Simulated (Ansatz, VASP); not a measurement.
# Two plane-wave programs on Sc2As3Se3

```
Sc As Se
1.0
     5.25845    0.00000    0.00000
    -2.62923    4.55395    0.00000
     0.00000    0.00000    7.60359
Sc As Se
2 3 3
Cartesian
  0.0000 0.0000 1.8581
  0.0000 0.0000 5.7454
  2.2253 0.0000 0.0000
  1.5166 2.6268 0.0000
  -1.1126 1.9271 0.0000
  3.3861 0.0000 3.8018
  0.9362 1.6215 3.8018
  -1.6931 2.9325 3.8018
```

Alike in both runs: functional PBE; k mesh 3 × 3 × 3; occupations gaussian, width 0.2 eV; no spin polarisation.

Ansatz relaxed the structure, and its values are those at the end. VASP's run is a single point on that final structure, the one shown.

|  | VASP | Ansatz |
| --- | --- | --- |
| version | VASP 6.6.1 | Ansatz 0.2.0 |
| potentials or method | VASP PAW PBE potentials, release 64 (Sc_sv, As, Se), cutoff 520 eV | scalar-relativistic, plane waves, PAW |
| valence electrons in the cell | 55 | 115 |

|  | VASP | Ansatz | Ansatz less VASP |
| --- | --- | --- | --- |
| gap on the k mesh at the Fermi level (eV) | none | none | - |
| pressure (GPa) | 0.1 | 0.0 | -0.15 |
| rms of the force components (eV/Å) | 0.008 | 0.006 | -0.0028 |

A gap of «none» marks a metal or a gap that the smearing closes. With one functional, cell and mesh, what is left measures potentials, basis and numerics. VASP's potentials hold 55 valence electrons a cell and Ansatz's 115, so a difference there can come from the potentials and not from the codes.

The k mesh is coarse, so the values compare programs but aren't converged.
